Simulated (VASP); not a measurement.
# Si16Ge (a cell with a defect) in VASP: a series of runs

Si16Ge (a cell with a defect) is run at these levels: PBE; tasks: single point.

All numbers are computed with VASP 6.6.1; they aren't measurements. Logs are shortened: lines on timing, memory, paths and dates and some standing lists are left out, and cuts for length are marked.

## (1) The cell of the first run

The cell holds a defect, 17 atoms: a = 7.679 Å, b = 7.679 Å, c = 7.679 Å, α = 60.00°, β = 60.00°, γ = 60.00°.

## (2) Single point, PBE

Input file INCAR:

```
SYSTEM = Si16Ge
PREC     = Accurate       ! precision mode
ENCUT    = 520            ! plane-wave cutoff, eV
EDIFF    = 1E-6           ! SCF threshold, eV
ISMEAR   = 0              ! smearing method
SIGMA    = 0.05           ! smearing width, eV
LREAL    = Auto         
LASPH    = .True.         ! aspherical terms in the spheres
NELM     = 100            ! most SCF steps
ALGO     = Normal         ! electronic algorithm
ISIF     = 2              ! what is computed and relaxed
LWAVE    = .False.        ! write WAVECAR
LCHARG   = .True.         ! write CHGCAR
GGA      = PE             ! functional
LELF     = .True.         ! ELF
LVHAR    = .True.       
NBANDS   = 53             ! bands
```

Input file KPOINTS:

```
regular mesh
0
Gamma
  1 1 1
  0 0 0
```

Input file POSCAR:

```
Si16Ge
1.0
    0.0000000000      5.4300000000      5.4300000000
    5.4300000000      0.0000000000      5.4300000000
    5.4300000000      5.4300000000      0.0000000000
Si Ge
16 1
Direct
    0.0115235727     -0.0348244936      0.0102974217
    0.1587786372      0.1130744015      0.1143513812
    0.0177201657     -0.0023645488      0.4862231123
    0.1268076427      0.1066676796      0.6383433702
    0.0114999079      0.5120024862      0.0103960405
    0.1014673112      0.6018332413      0.1940354512
   -0.0250612339      0.4753275322      0.5738043278
    0.1268629834      0.6274160221      0.6384605893
    0.5223325046      0.0229196133     -0.0687126151
    0.6122879374      0.1129953039      0.1146146409
    0.4971244015     -0.0022899632      0.4865251381
    0.6489444751      0.1493638122      0.5517763352
    0.4647139963      0.5120598527      0.0101556169
    0.6123746777      0.6594282689      0.1144232965
    0.4970957643      0.5181349908      0.4863069982
    0.6063156538      0.6273392265      0.6381808471
    0.8120309392      0.3126990792      0.0616141805
```

Potentials or basis: VASP PAW PBE potentials, release 64 (Si, Ge_d).

Run with:

```console
$ cat potpaw_PBE.64/Si/POTCAR potpaw_PBE.64/Ge_d/POTCAR > POTCAR
$ mpirun -np 1 vasp_gam > vasp.out
```

OUTCAR:

```text
SYSTEM = Si16Ge
   PREC = Accurate
   ENCUT = 520
   EDIFF = 1E-6
   ISMEAR = 0
   LREAL = Auto
   LASPH = .True.
   NELM = 100
   ISIF = 2
   GGA = PE

 ion  position               nearest neighbor table
   1  0.012  0.965  0.010-   6 2.32   4 2.34  17 2.45   2 2.51  10 2.51
   2  0.159  0.113  0.114-   9 2.32   3 2.33  17 2.45   5 2.51   1 2.51
   3  0.018  0.998  0.486-   8 2.33   4 2.33   2 2.33  12 2.34
   4  0.127  0.107  0.638-   3 2.33  11 2.33   1 2.34   7 2.34
   5  0.011  0.512  0.010-   6 2.32   8 2.33  17 2.45   2 2.51  14 2.51
   6  0.101  0.602  0.194-  13 2.32   1 2.32   5 2.32   7 2.38
   7  0.975  0.475  0.574-   8 2.34  16 2.34   4 2.34   6 2.38
   8  0.127  0.627  0.638-   3 2.33  15 2.33   5 2.33   7 2.34
   9  0.522  0.023  0.931-  10 2.32  14 2.32   2 2.32  12 2.38
  10  0.612  0.113  0.115-   9 2.32  11 2.33  17 2.44  13 2.51   1 2.51
  11  0.497  0.998  0.487-   4 2.33  16 2.33  10 2.33  12 2.34
  12  0.649  0.149  0.552-  11 2.34   3 2.34  15 2.34   9 2.38
  13  0.465  0.512  0.010-   6 2.32  16 2.34  17 2.45  10 2.51  14 2.51
  14  0.612  0.659  0.114-   9 2.32  15 2.33  17 2.45   5 2.51  13 2.51
  15  0.497  0.518  0.486-   8 2.33  16 2.33  14 2.33  12 2.34
  16  0.606  0.627  0.638-  15 2.33  11 2.33  13 2.34   7 2.34
  17  0.812  0.313  0.062-  10 2.44  13 2.45   2 2.45  14 2.45   5 2.45   1 2.45

  LATTYP: Found a face centered cubic cell.
 ALAT       =    10.8600000000

  Lattice vectors:

 A1 = (   0.0000000000,   5.4300000000,   5.4300000000)
 A2 = (   5.4300000000,   0.0000000000,   5.4300000000)
 A3 = (   5.4300000000,   5.4300000000,   0.0000000000)

Analysis of symmetry for initial positions (statically):
=====================================================================
 Subroutine PRICEL returns:
 Original cell was already a primitive cell.

 Routine SETGRP: Setting up the symmetry group for a
 face centered cubic supercell.

 Subroutine GETGRP returns: Found  1 space group operations
 (whereof  1 operations were pure point group operations)
 out of a pool of 48 trial point group operations.

The static configuration has the point symmetry C_1 .

Analysis of symmetry for dynamics (positions and initial velocities):
=====================================================================
 Subroutine PRICEL returns:
 Original cell was already a primitive cell.

 Routine SETGRP: Setting up the symmetry group for a
 face centered cubic supercell.

 Subroutine GETGRP returns: Found  1 space group operations
 (whereof  1 operations were pure point group operations)
 out of a pool of 48 trial point group operations.

The dynamic configuration has the point symmetry C_1 .

 Subroutine INISYM returns: Found  1 space group operations
 (whereof  1 operations are pure point group operations),
 and found     1 'primitive' translations

----------------------------------------------------------------------------------------

                                     Primitive cell

  volume of cell :     320.2060

  direct lattice vectors                    reciprocal lattice vectors
     0.000000000  5.430000000  5.430000000    -0.092081031  0.092081031  0.092081031
     5.430000000  0.000000000  5.430000000     0.092081031 -0.092081031  0.092081031
     5.430000000  5.430000000  0.000000000     0.092081031  0.092081031 -0.092081031

  length of vectors
     7.679179644  7.679179644  7.679179644     0.159489025  0.159489025  0.159489025

  position of ions in fractional coordinates (direct lattice)
     0.011523573  0.965175506  0.010297422
     0.158778637  0.113074402  0.114351381
     0.017720166  0.997635451  0.486223112
     0.126807643  0.106667680  0.638343370
     0.011499908  0.512002486  0.010396040
     0.101467311  0.601833241  0.194035451
[... 9 lines left out ...]
     0.606315654  0.627339226  0.638180847
     0.812030939  0.312699079  0.061614181

  ion indices of the primitive-cell ions
   primitive index   ion index
                 1           1
                 2           2
                 3           3
                 4           4
                 5           5
                 6           6
[... 9 lines left out ...]
                16          16
                17          17

----------------------------------------------------------------------------------------

 KPOINTS: regular mesh

Automatic generation of k-mesh.
 Grid dimensions read from file:
 generate k-points for:    1    1    1

 Generating k-lattice:

  Cartesian coordinates                     Fractional coordinates (reciprocal lattice)
    -0.092081031  0.092081031  0.092081031     1.000000000  0.000000000  0.000000000
     0.092081031 -0.092081031  0.092081031     0.000000000  1.000000000  0.000000000
     0.092081031  0.092081031 -0.092081031     0.000000000  0.000000000  1.000000000

  Length of vectors
     0.159489025  0.159489025  0.159489025

  Shift w.r.t. Gamma in fractional coordinates (k-lattice)
     0.000000000  0.000000000  0.000000000

 Subroutine IBZKPT returns following result:
 ===========================================

 Found      1 irreducible k-points:

 Following reciprocal coordinates:
            Coordinates               Weight
  0.000000  0.000000  0.000000      1.000000
   k-points           NKPTS =      1   k-points in BZ     NKDIM =      1   number of bands    NBANDS=     53
   number of dos      NEDOS =    301   number of ions     NIONS =     17
   total plane-waves  NPLWV = 216000
   dimension x,y,z NGX =    60 NGY =   60 NGZ =   60
   dimension x,y,z NGXF=   120 NGYF=  120 NGZF=  120
   ions per type =              16   1
   NGX,Y,Z   is equivalent  to a cutoff of  12.99, 12.99, 12.99 a.u.
   NGXF,Y,Z  is equivalent  to a cutoff of  25.98, 25.98, 25.98 a.u.
 SYSTEM =  Si16Ge
   PREC   = accura    normal or accurate (medium, high low for compatibility)
   ISTART =      0    job   : 0-new  1-cont  2-samecut
   ICHARG =      2    charge: 1-file 2-atom 10-const
   ISPIN  =      1    spin polarized calculation?
   LNONCOLLINEAR =      F non collinear calculations
   LSORBIT =      F    spin-orbit coupling
   LASPH  =      T    aspherical Exc in radial PAW
   ENCUT  =  520.0 eV  38.22 Ry    6.18 a.u.  14.28 14.28 14.28*2*pi/ulx,y,z
   NELM   =    100;   NELMIN=  2; NELMDL= -5     # of ELM steps
   EDIFF  = 0.1E-05   stopping-criterion for ELM
   LREAL  =      T    real-space projection
   EDIFFG = 0.1E-04   stopping-criterion for IOM
   NSW    =      0    number of steps for IOM
   IBRION =     -1    ionic relax: 0-MD 1-quasi-New 2-CG
   NFREE  =      0    steps in history (QN), initial steepest desc. (CG)
   ISIF   =      2    stress and relaxation
   ISYM   =      2    0-nonsym 1-usesym 2-fastsym
   POTIM  = 0.5000    time-step for ionic-motion
   TEBEG  =    0.0;   TEEND  =   0.0 temperature during run
   PSTRESS=    0.0 pullay stress
   NELECT =      78.0000    total number of electrons
   NUPDOWN=      -1.0000    fix difference up-down
   EMIN   =  10.00;   EMAX   =-10.00  energy-range for DOS
   EFERMI =   0.00;   METHOD = LEGACY
   ISMEAR =     0;   SIGMA  =   0.05  broadening in eV -4-tet -1-fermi 0-gaus
   EFERMI_NEDOS =   21; number of points for ismear=-14 and -15
   IALGO  =     38    algorithm
   IMIX   =      4    mixing-type and parameters
     AMIX     =   0.40;   BMIX     =  1.00
     AMIX_MAG =   1.60;   BMIX_MAG =  1.00
  volume/ion in A,a.u.               =      18.84       127.11
  Fermi-wavevector in a.u.,A,eV,Ry     =   1.022421  1.932096 14.222785  1.045345
  Thomas-Fermi vector in A             =   2.156100
   LORBIT       =      0    0 simple, 1 ext, 2 COOP (PROOUT), +10 PAW based schemes
   GGA     = PE    functional components
   LHFCALC =     F    Hartree Fock is set to
   AEXX    =    0.0000 exact exchange contribution
   IVDW    =     0    specifies the selected vdW correction
   LEPSILON=     F    determine dielectric tensor
   LRPA    =     F    only Hartree local field effects (RPA)
 non-spin polarized calculation
 Gauss-broadening in eV      SIGMA  =   0.05
  energy-cutoff  :      520.00
  volume of cell :      320.21
 maximum number of plane-waves:      4305
 NGX is ok and might be reduce to    60
   NGX = 29   NGY = 29   NGZ = 29

 number of electron      77.9999999 magnetization

 Free energy of the ion-electron system (eV)
  ---------------------------------------------------
  ext. energy  EPLUGINS =         0.00000000
  ---------------------------------------------------
  free energy    TOTEN  =       -70.58856903 eV

  energy without entropy =      -70.58856159  energy(sigma->0) =      -70.58856531

 E-fermi :   6.6123     XC(G=0):  -9.6626

 val. band max:        6.4579064659   @ k =   0.0000   0.0000   0.0000
 cond. band min:       6.7669295290   @ k =   0.0000   0.0000   0.0000
 fundamental gap:      0.3090230631
 Fermi energy:         6.6122727061

 k-point     1 :       0.0000    0.0000    0.0000
  band No.  band energies     occupation
      1     -17.4962      2.00000
      2     -17.4961      2.00000
      3     -17.3949      2.00000
      4     -17.3940      2.00000
      5     -17.3939      2.00000
      6      -6.1173      2.00000
[... 43 lines left out ...]
     50       8.7924      0.00000
     51       8.9553      0.00000
 [bands above 51 left out]

------------------------ aborting loop because EDIFF is reached ----------------------------------------

  FORCE on cell =-STRESS in cart. coord.  units (eV):
  Direction    XX          YY          ZZ          XY          YZ          ZX
  --------------------------------------------------------------------------------------
  -------------------------------------------------------------------------------------
  Total       22.0166896     22.0307022     22.0385315      0.3644348     -0.3660532     -0.3687839
  in kB      110.1623313    110.2324443    110.2716189      1.8234799     -1.8315777     -1.8452408
  external PRESSURE =     110.2221315 kB  Pullay stress =       0.0000000 kB

 VOLUME and BASIS-vectors are now :
 -----------------------------------------------------------------------------
  energy-cutoff  :      520.00
  volume of cell :      320.21
      direct lattice vectors                 reciprocal lattice vectors
     0.000000000  5.430000000  5.430000000    -0.092081031  0.092081031  0.092081031
     5.430000000  0.000000000  5.430000000     0.092081031 -0.092081031  0.092081031
     5.430000000  5.430000000  0.000000000     0.092081031  0.092081031 -0.092081031

 POSITION                                       TOTAL-FORCE (eV/Angst)
 -----------------------------------------------------------------------------------
      5.29682      0.11849      5.30348         1.182207     -0.382956      0.383205
      1.23492      1.48310      1.47616         0.371549     -1.179712     -0.376783
      8.05735      2.73641      5.51338        -0.221988     -0.154313      0.228022
      4.04541      4.15477      1.26777         0.150363      0.231339     -0.222705
      2.83662      0.11889      2.84262        -0.374492     -0.377324     -1.175899
      4.32157      1.60458      3.81892        -0.075720     -0.073492      0.065913
[... 9 lines left out ...]
      6.87177      6.75762      6.69875         0.231880      0.149958     -0.227775
      2.03252      4.74389      6.10728         0.008277      0.010891     -0.004289
 -----------------------------------------------------------------------------------
    total drift:                                0.002304      0.004828      0.002690

  FREE ENERGIE OF THE ION-ELECTRON SYSTEM (eV)
  ---------------------------------------------------
  free  energy   TOTEN  =       -70.5885690318 eV

  energy  without entropy=      -70.5885615878  energy(sigma->0) =      -70.58856531
```

Run time: 28 s. Hardware: 1 thread of AMD EPYC 9R45 (Zen 5), shared host; peak memory 0.41 GiB.

Results:

| Property | Result |
| --- | --- |
| Free energy | -70.5886 eV |
| Pressure | 11.0 GPa |
| Largest force | 1.301 eV/Å |
| Band gap on the k mesh | 0.31 eV |

Forces on the atoms (eV/Å):
```
Si   1.182 -0.383  0.383
Si   0.372 -1.180 -0.377
Si  -0.222 -0.154  0.228
Si   0.150  0.231 -0.223
Si  -0.374 -0.377 -1.176
Si  -0.076 -0.073  0.066
Si   0.286  0.283 -0.285
Si   0.222  0.227 -0.155
Si   0.078  0.070 -0.074
Si   0.377  0.381  1.178
Si  -0.231 -0.229  0.148
Si  -0.287 -0.287  0.281
Si  -0.381  1.176  0.386
Si  -1.185  0.377 -0.381
Si  -0.150 -0.222  0.231
Si   0.232  0.150 -0.228
Ge   0.008  0.011 -0.004
```

Stress tensor (GPa, compression positive):
```
11.02  0.18 -0.18
 0.18 11.02 -0.18
-0.18 -0.18 11.03
```

Caveat: the k points lie up to 1.00 Å⁻¹ apart.

## (3) Single point, PBE

Input file INCAR:

```
  ALGO = Normal
  EDIFF = 1E-7
  ENCUT = 520
  GGA = PE
  ISIF = 2
  ISMEAR = 0
  LASPH = T
  LCHARG = F
  LREAL = Auto
  LWAVE = F
  NBANDS = 53
  NELM = 100
  PREC = Accurate
  SIGMA = 0.05
```

Input file KPOINTS:

```
k-points
0
Gamma
  1 1 1
```

Input file POSCAR:

```
Si16Ge
1.0
    0.0000000000      5.4300000000      5.4300000000
    5.4300000000      0.0000000000      5.4300000000
    5.4300000000      5.4300000000      0.0000000000
Si Ge
16 1
Direct
   -0.0144733886     -0.0017982505     -0.0014807551
    0.0530299263      0.1488439227      0.1493164825
   -0.0144401473     -0.0018907919      0.5182441989
    0.1373922652      0.1067101289      0.6281616943
   -0.0144710866      0.5177858195     -0.0014872928
    0.1373584715      0.6278291897      0.1070120626
    0.0745033149      0.4750732965      0.4753707182
    0.1373945672      0.6277595764      0.6281564457
    0.4321116943      0.0225888582      0.0227196133
    0.6137241252      0.1137675875      0.1137620626
    0.5094883978     -0.0351480663      0.5128202578
    0.6137619705      0.1136662063      0.6589048803
    0.5094732965      0.5127475138     -0.0349692449
    0.6137267035      0.6587569061      0.1137548803
    0.5094895028      0.5128447514      0.5128263352
    0.6945322284      0.6017725599      0.6019344383
    0.5567581031      0.3143194291      0.3146245856
```

Potentials or basis: VASP PAW PBE potentials, release 64 (Si, Ge_d).

Run with:

```console
$ cat potpaw_PBE.64/Si/POTCAR potpaw_PBE.64/Ge_d/POTCAR > POTCAR
$ mpirun -np 1 vasp_gam > vasp.out
```

Run time: 24 s. Hardware: 1 thread of AMD EPYC 9R45 (Zen 5), shared host; peak memory 0.39 GiB.

It converged, with:

```
Free energy            : -70.5889 eV
Pressure               : 11.0 GPa
Largest force          : 1.293 eV/Å
Band gap on the k mesh : 0.31 eV
```

Forces on the atoms (eV/Å):
```
Si   0.145 -0.230 -0.232
Si   0.284 -0.286 -0.285
Si   0.232 -0.148 -0.231
Si  -0.232  0.236  0.147
Si   0.232 -0.229 -0.145
Si  -0.233  0.146  0.233
Si  -0.288  0.286  0.288
Si  -0.147  0.236  0.232
Si  -0.076  0.074  0.076
Si   1.180  0.369  0.368
Si   0.395 -0.391  1.167
Si  -0.368 -1.182  0.368
Si   0.392  1.164 -0.392
Si  -0.368  0.369 -1.180
Si  -1.167 -0.391 -0.395
Si   0.075 -0.074 -0.075
Ge  -0.054  0.053  0.054
```

Stress tensor (GPa, compression positive):
```
11.03 -0.18 -0.18
-0.18 11.04  0.18
-0.18  0.18 11.03
```

Levels at points of the mesh, in eV from the valence-band top:
```csv
k point,band 37,band 38,band 39,band 40,band 41,band 42
"(0.00, 0.00, 0.00)",-0.09,0.00,0.00,0.31,0.31,0.68
```

Caveat: the k points lie up to 1.00 Å⁻¹ apart.

(Part 1 of 2 ends here.)
